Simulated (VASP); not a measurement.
# Rb (I4/mmm) in VASP: further runs

Runs on Rb. Level: PBE. Tasks: single point.

Program: VASP 6.6.1. These are calculated values, not measurements. Logs are shortened: lines on timing, memory, paths and dates and some standing lists are left out, and cuts for length are marked.

## 1. The cell of the first run

Symmetry: I4/mmm, No. 139, tetragonal system. The conventional cell has a = 5.612 Å, b = 5.612 Å, c = 5.780 Å, α = 90.00°, β = 90.00°, γ = 90.00°.

## 2. Single point, PBE (strain +0.000 along x and y, +0.030 along z)

Input file INCAR:

```
PREC = Accurate
ENCUT = 520
EDIFF = 1E-6
ISMEAR = 0
SIGMA = 0.15
LREAL = F
LASPH = T
NELM = 80
ALGO = Fast
ISIF = 2
LWAVE = F
LCHARG = F
GGA = PE
NBANDS = 10
```

Input file KPOINTS:

```
regular mesh
0
Gamma
  12 12 12
```

Input file POSCAR:

```
Rb
1.0
   -2.8060000000      2.8060000000      2.8901800000
    2.8060000000     -2.8060000000      2.8901800000
    2.8060000000      2.8060000000     -2.8901800000
Rb
1
Direct
    0.0000000000      0.0000000000      0.0000000000
```

Potentials or basis: VASP PAW PBE potentials, release 64 (Rb_sv).

Started as:

```
$ cat potpaw_PBE.64/Rb_sv/POTCAR > POTCAR
$ mpirun -np 1 vasp_std > vasp.out
```

OUTCAR:

```text
PREC = Accurate
   ENCUT = 520
   EDIFF = 1E-6
   ISMEAR = 0
   LREAL = F
   LASPH = T
   NELM = 80
   ISIF = 2
   GGA = PE

 ion  position               nearest neighbor table
   1  0.000  0.000  0.000-

  LATTYP: Found a body centered tetragonal cell.
 ALAT       =     5.6120000000
 C/A-ratio  =     1.0300000000

  Lattice vectors:

 A1 = (  -2.8060000000,   2.8060000000,   2.8901800000)
 A2 = (   2.8060000000,  -2.8060000000,   2.8901800000)
 A3 = (   2.8060000000,   2.8060000000,  -2.8901800000)

Analysis of symmetry for initial positions (statically):
=====================================================================
 Subroutine PRICEL returns:
 Original cell was already a primitive cell.

 Routine SETGRP: Setting up the symmetry group for a
 body centered tetragonal supercell.

 Subroutine GETGRP returns: Found 16 space group operations
 (whereof 16 operations were pure point group operations)
 out of a pool of 16 trial point group operations.

The static configuration has the point symmetry D_4h.

Analysis of symmetry for dynamics (positions and initial velocities):
=====================================================================
 Subroutine PRICEL returns:
 Original cell was already a primitive cell.

 Routine SETGRP: Setting up the symmetry group for a
 body centered tetragonal supercell.

 Subroutine GETGRP returns: Found 16 space group operations
 (whereof 16 operations were pure point group operations)
 out of a pool of 16 trial point group operations.

The dynamic configuration has the point symmetry D_4h.

 Subroutine INISYM returns: Found 16 space group operations
 (whereof 16 operations are pure point group operations),
 and found     1 'primitive' translations

----------------------------------------------------------------------------------------

                                     Primitive cell

  volume of cell :      91.0249

  direct lattice vectors                    reciprocal lattice vectors
    -2.806000000  2.806000000  2.890180000     0.000000000  0.178189594  0.172999606
     2.806000000 -2.806000000  2.890180000     0.178189594  0.000000000  0.172999606
     2.806000000  2.806000000 -2.890180000     0.178189594  0.178189594  0.000000000

  length of vectors
     4.909217090  4.909217090  4.909217090     0.248355380  0.248355380  0.251998140

  position of ions in fractional coordinates (direct lattice)
     0.000000000  0.000000000  0.000000000

  ion indices of the primitive-cell ions
   primitive index   ion index
                 1           1

----------------------------------------------------------------------------------------

 KPOINTS: regular mesh

Automatic generation of k-mesh.
 Grid dimensions read from file:
 generate k-points for:   12   12   12

 Generating k-lattice:

  Cartesian coordinates                     Fractional coordinates (reciprocal lattice)
     0.000000000  0.014849133  0.014416634     0.083333333 -0.000000000  0.000000000
     0.014849133  0.000000000  0.014416634    -0.000000000  0.083333333  0.000000000
     0.014849133  0.014849133  0.000000000     0.000000000  0.000000000  0.083333333

  Length of vectors
     0.020696282  0.020696282  0.020999845

  Shift w.r.t. Gamma in fractional coordinates (k-lattice)
     0.000000000  0.000000000  0.000000000

 Subroutine IBZKPT returns following result:
 ===========================================

 Found    163 irreducible k-points:

 Following reciprocal coordinates:
            Coordinates               Weight
  0.000000  0.000000  0.000000      1.000000
  0.083333  0.000000 -0.000000      8.000000
  0.166667  0.000000 -0.000000      8.000000
  0.250000  0.000000 -0.000000      8.000000
  0.333333 -0.000000  0.000000      8.000000
  0.416667  0.000000 -0.000000      8.000000
[... 16 lines left out ...]
  0.500000  0.166667 -0.000000     16.000000
 -0.416667  0.166667  0.000000     16.000000
 [... further k-points ...]
   k-points           NKPTS =    163   k-points in BZ     NKDIM =    163   number of bands    NBANDS=     10
   number of dos      NEDOS =    301   number of ions     NIONS =      1
   total plane-waves  NPLWV =  64000
   dimension x,y,z NGX =    40 NGY =   40 NGZ =   40
   dimension x,y,z NGXF=    80 NGYF=   80 NGZF=   80
   ions per type =               1
   NGX,Y,Z   is equivalent  to a cutoff of  13.55, 13.55, 13.55 a.u.
   NGXF,Y,Z  is equivalent  to a cutoff of  27.09, 27.09, 27.09 a.u.
 SYSTEM =  unknown system
   PREC   = accura    normal or accurate (medium, high low for compatibility)
   ISTART =      0    job   : 0-new  1-cont  2-samecut
   ICHARG =      2    charge: 1-file 2-atom 10-const
   ISPIN  =      1    spin polarized calculation?
   LNONCOLLINEAR =      F non collinear calculations
   LSORBIT =      F    spin-orbit coupling
   LASPH  =      T    aspherical Exc in radial PAW
   ENCUT  =  520.0 eV  38.22 Ry    6.18 a.u.   9.13  9.13  9.13*2*pi/ulx,y,z
   NELM   =     80;   NELMIN=  2; NELMDL= -5     # of ELM steps
   EDIFF  = 0.1E-05   stopping-criterion for ELM
   LREAL  =      F    real-space projection
   EDIFFG = 0.1E-04   stopping-criterion for IOM
   NSW    =      0    number of steps for IOM
   IBRION =     -1    ionic relax: 0-MD 1-quasi-New 2-CG
   NFREE  =      0    steps in history (QN), initial steepest desc. (CG)
   ISIF   =      2    stress and relaxation
   ISYM   =      2    0-nonsym 1-usesym 2-fastsym
   POTIM  = 0.5000    time-step for ionic-motion
   TEBEG  =    0.0;   TEEND  =   0.0 temperature during run
   PSTRESS=    0.0 pullay stress
   NELECT =       9.0000    total number of electrons
   NUPDOWN=      -1.0000    fix difference up-down
   EMIN   =  10.00;   EMAX   =-10.00  energy-range for DOS
   EFERMI =   0.00;   METHOD = LEGACY
   ISMEAR =     0;   SIGMA  =   0.15  broadening in eV -4-tet -1-fermi 0-gaus
   EFERMI_NEDOS =   21; number of points for ismear=-14 and -15
   IALGO  =     68    algorithm
   IMIX   =      4    mixing-type and parameters
     AMIX     =   0.40;   BMIX     =  1.00
     AMIX_MAG =   1.60;   BMIX_MAG =  1.00
  volume/ion in A,a.u.               =      91.02       614.27
  Fermi-wavevector in a.u.,A,eV,Ry     =   0.757011  1.430544  7.797034  0.573066
  Thomas-Fermi vector in A             =   1.855261
   LORBIT       =      0    0 simple, 1 ext, 2 COOP (PROOUT), +10 PAW based schemes
   GGA     = PE    functional components
   LHFCALC =     F    Hartree Fock is set to
   AEXX    =    0.0000 exact exchange contribution
   IVDW    =     0    specifies the selected vdW correction
   LEPSILON=     F    determine dielectric tensor
   LRPA    =     F    only Hartree local field effects (RPA)
 non-spin polarized calculation
 RMM-DIIS sequential band-by-band and
 Gauss-broadening in eV      SIGMA  =   0.15
  energy-cutoff  :      520.00
  volume of cell :       91.02
 maximum number of plane-waves:      2482
 NGX is ok and might be reduce to    40
   NGX = 19   NGY = 19   NGZ = 19

 number of electron       9.0000000 magnetization

 Free energy of the ion-electron system (eV)
  ---------------------------------------------------
  ext. energy  EPLUGINS =         0.00000000
  ---------------------------------------------------
  free energy    TOTEN  =        -0.94068840 eV

  energy without entropy =       -0.92948836  energy(sigma->0) =       -0.93508838

 E-fermi :   0.0071     XC(G=0):  -5.4657

 val. band max:       -0.0053456443   @ k =   0.5000   0.3333   0.0833
 cond. band min:       0.0073028018   @ k =   0.3333   0.1667   0.0000
 fundamental gap:      0.0126484461
 Fermi energy:         0.0071163102

 k-point     1 :       0.0000    0.0000    0.0000
  band No.  band energies     occupation
      1     -28.8915      2.00000
      2     -12.9338      2.00000
      3     -12.9338      2.00000
      4     -12.9337      2.00000
      5      -1.9603      2.00000
      6       3.6441      0.00000
      7       3.6441      0.00000
      8       3.7903      0.00000
      9       4.5195      0.00000
     10       4.7251      0.00000

 k-point     2 :       0.0833    0.0000   -0.0000
  band No.  band energies     occupation
      1     -28.8912      2.00000
      2     -12.9403      2.00000
      3     -12.9359      2.00000
      4     -12.9337      2.00000
      5      -1.8790      2.00000
      6       3.5216      0.00000
      7       3.5836      0.00000
      8       3.8136      0.00000
      9       4.3736      0.00000
     10       4.6597      0.00000

 k-point     3 :       0.1667    0.0000   -0.0000
  band No.  band energies     occupation
      1     -28.8905      2.00000
      2     -12.9581      2.00000
      3     -12.9416      2.00000
      4     -12.9336      2.00000
      5      -1.6401      2.00000
      6       3.0676      0.00000
      7       3.3442      0.00000
      8       4.0208      0.00000
      9       4.3044      0.00000
     10       4.5849      0.00000

 k-point     4 :       0.2500    0.0000   -0.0000
  band No.  band energies     occupation
      1     -28.8894      2.00000
      2     -12.9822      2.00000
      3     -12.9494      2.00000
      4     -12.9335      2.00000
      5      -1.2588      2.00000
      6       2.4504      0.00000
      7       3.0702      0.00000
      8       4.3844      0.00000
      9       4.3890      0.00000
     10       4.5734      0.00000

 k-point     5 :       0.3333   -0.0000    0.0000
  band No.  band energies     occupation
      1     -28.8884      2.00000
      2     -13.0059      2.00000
      3     -12.9571      2.00000
      4     -12.9334      2.00000
      5      -0.7614      2.00000
      6       1.8205      0.00000
      7       2.8442      0.00000
      8       4.4150      0.00000
      9       4.6698      0.00000
     10       4.8800      0.00000

 k-point     6 :       0.4167    0.0000   -0.0000
  band No.  band energies     occupation
      1     -28.8876      2.00000
      2     -13.0231      2.00000
      3     -12.9628      2.00000
      4     -12.9333      2.00000
      5      -0.1930      1.94077
      6       1.2047      0.00000
      7       2.6996      0.00000
      8       4.3004      0.00000
      9       4.8818      0.00000
     10       5.4945      0.00000

 k-point     7 :       0.5000    0.0000   -0.0000
  band No.  band energies     occupation
      1     -28.8873      2.00000
      2     -13.0294      2.00000
      3     -12.9649      2.00000
      4     -12.9332      2.00000
      5       0.2337      0.03268
      6       0.7691      0.00000
      7       2.6501      0.00000
      8       4.2218      0.00000
      9       5.2154      0.00000
     10       5.2190      0.00000

 k-point     8 :       0.0833    0.0833   -0.0000
  band No.  band energies     occupation
      1     -28.8907      2.00000
      2     -12.9524      2.00000
      3     -12.9383      2.00000
      4     -12.9350      2.00000
      5      -1.7212      2.00000
      6       3.2598      0.00000
      7       3.3781      0.00000
      8       3.9591      0.00000
      9       4.1999      0.00000
     10       4.7221      0.00000

 k-point     9 :       0.1667    0.0833    0.0000
  band No.  band energies     occupation
      1     -28.8898      2.00000
      2     -12.9725      2.00000
      3     -12.9451      2.00000
      4     -12.9355      2.00000
      5      -1.4127      2.00000
      6       2.7468      0.00000
      7       3.0910      0.00000
      8       4.2020      0.00000
      9       4.2265      0.00000
     10       4.7838      0.00000
[... 118 lines left out ...]
 k-point    19 :       0.1667    0.1667   -0.0000
  band No.  band energies     occupation
      1     -28.8889      2.00000
      2     -12.9900      2.00000
      3     -12.9519      2.00000
      4     -12.9385      2.00000
      5      -1.0447      2.00000
      6       2.3565      0.00000
      7       2.7371      0.00000
      8       4.2286      0.00000
      9       4.4389      0.00000
     10       4.9797      0.00000

 k-point    20 :       0.2500    0.1667   -0.0000
  band No.  band energies     occupation
      1     -28.8880      2.00000
      2     -13.0059      2.00000
      3     -12.9619      2.00000
      4     -12.9399      2.00000
      5      -0.5589      2.00000
      6       1.8742      0.00000
      7       2.4622      0.00000
      8       4.2641      0.00000
      9       4.5458      0.00000
     10       5.1263      0.00000

 k-point    21 :       0.3333    0.1667    0.0000
  band No.  band energies     occupation
      1     -28.8873      2.00000
      2     -13.0169      2.00000
      3     -12.9703      2.00000
      4     -12.9406      2.00000
      5       0.0073      0.99860
      6       1.3237      0.00000
      7       2.3018      0.00000
      8       4.0641      0.00000
      9       4.7898      0.00000
     10       5.2362      0.00000

 k-point    22 :       0.4167    0.1667   -0.0000
  band No.  band energies     occupation
      1     -28.8871      2.00000
      2     -13.0210      2.00000
      3     -12.9734      2.00000
      4     -12.9410      2.00000
      5       0.4945      0.00000
      6       0.8449      0.00000
      7       2.2516      0.00000
      8       3.9568      0.00000
      9       5.0544      0.00000
     10       5.1153      0.00000

 k-point    23 :       0.5000    0.1667   -0.0000
  band No.  band energies     occupation
      1     -28.8873      2.00000
      2     -13.0174      2.00000
      3     -12.9700      2.00000
      4     -12.9412      2.00000
      5       0.0416      0.74484
      6       1.2885      0.00000
      7       2.3081      0.00000
      8       4.0589      0.00000
      9       4.7672      0.00000
     10       5.2947      0.00000

 k-point    24 :      -0.4167    0.1667    0.0000
  band No.  band energies     occupation
      1     -28.8880      2.00000
      2     -13.0067      2.00000
      3     -12.9615      2.00000
      4     -12.9410      2.00000
      5      -0.5273      2.00000
      6       1.8486      0.00000
      7       2.4594      0.00000
      8       4.2239      0.00000
      9       4.5713      0.00000
     10       5.1676      0.00000

 [... further k-points ...]
[... 5 lines left out ...]
  --------------------------------------------------------------------------------------
  -------------------------------------------------------------------------------------
  Total        0.0033610      0.0033610     -0.0000289      0.0000000      0.0000000      0.0000000
  in kB        0.0591581      0.0591581     -0.0005083      0.0000000      0.0000000      0.0000000
  external PRESSURE =       0.0392693 kB  Pullay stress =       0.0000000 kB

 VOLUME and BASIS-vectors are now :
 -----------------------------------------------------------------------------
  energy-cutoff  :      520.00
  volume of cell :       91.02
      direct lattice vectors                 reciprocal lattice vectors
    -2.806000000  2.806000000  2.890180000     0.000000000  0.178189594  0.172999606
     2.806000000 -2.806000000  2.890180000     0.178189594  0.000000000  0.172999606
     2.806000000  2.806000000 -2.890180000     0.178189594  0.178189594  0.000000000

 POSITION                                       TOTAL-FORCE (eV/Angst)
 -----------------------------------------------------------------------------------
      0.00000      0.00000      0.00000         0.000000      0.000000     -0.000000
 -----------------------------------------------------------------------------------
    total drift:                                0.000000      0.000000     -0.000000

  FREE ENERGIE OF THE ION-ELECTRON SYSTEM (eV)
  ---------------------------------------------------
  free  energy   TOTEN  =        -0.9406883958 eV

  energy  without entropy=       -0.9294883575  energy(sigma->0) =       -0.93508838
```

Run time: 73 s. Hardware: 1 thread of Intel Xeon 6975P-C (Granite Rapids), shared host; peak memory 0.32 GiB.

Results:

```
Free energy : -0.9407 eV
Pressure    : 0.0 GPa
```

Caveat: the cell differs from its parent crystal (strain +0.000 along x and y, +0.030 along z).

## 3. Single point, PBE (strain +0.015 along x and y, +0.000 along z)

Input file INCAR:

```
SYSTEM = Rb
  PREC = Accurate
  ENCUT = 520
  EDIFF = 1E-7
  ISMEAR = 0
  SIGMA = 0.15
  LREAL = .FALSE.
  LASPH = .TRUE.
  NELM = 80
  ALGO = Fast
  ISIF = 2
  LWAVE = .FALSE.
  LCHARG = .FALSE.
  GGA = PE
  NBANDS = 10
```

Input file KPOINTS:

```
regular mesh
0
G
  12 12 12
  0 0 0
```

Input file POSCAR:

```
Rb
1.0
   -2.8480900000      2.8480900000      2.8060000000
    2.8480900000     -2.8480900000      2.8060000000
    2.8480900000      2.8480900000     -2.8060000000
Rb
1
Direct
    0.0000000000      0.0000000000      0.0000000000
```

Potentials or basis: VASP PAW PBE potentials, release 64 (Rb_sv).

Started as:

```
$ cat potpaw_PBE.64/Rb_sv/POTCAR > POTCAR
$ mpirun -np 1 vasp_std > vasp.out
```

It took 2 min on 1 thread of Intel Xeon 6975P-C (Granite Rapids), shared host; peak memory 0.32 GiB.

It converged, with:

```
Free energy : -0.9407 eV
Pressure    : 0.0 GPa
```

Levels at points of the mesh, in eV from the Fermi level:
```
           k point  band 2  band 3  band 4  band 5  band 6  band 7  band 8  band 9
(0.00, 0.00, 0.00)  -12.94  -12.94  -12.94   -1.97    3.63    3.71    3.71    4.56
(0.50, 0.00, 0.00)  -13.04  -12.97  -12.94    0.25    0.80    2.56    4.27    5.14
(0.50, 0.50, 0.00)  -13.04  -12.97  -12.94    0.23    0.76    2.64    4.22    5.20
(0.50, 0.50, 0.50)  -13.01  -13.01  -13.01    1.24    1.28    3.21    3.21    3.35
```

Caveat: the cell differs from its parent crystal (strain +0.015 along x and y, +0.000 along z).

(Part 1 of 2 ends here.)
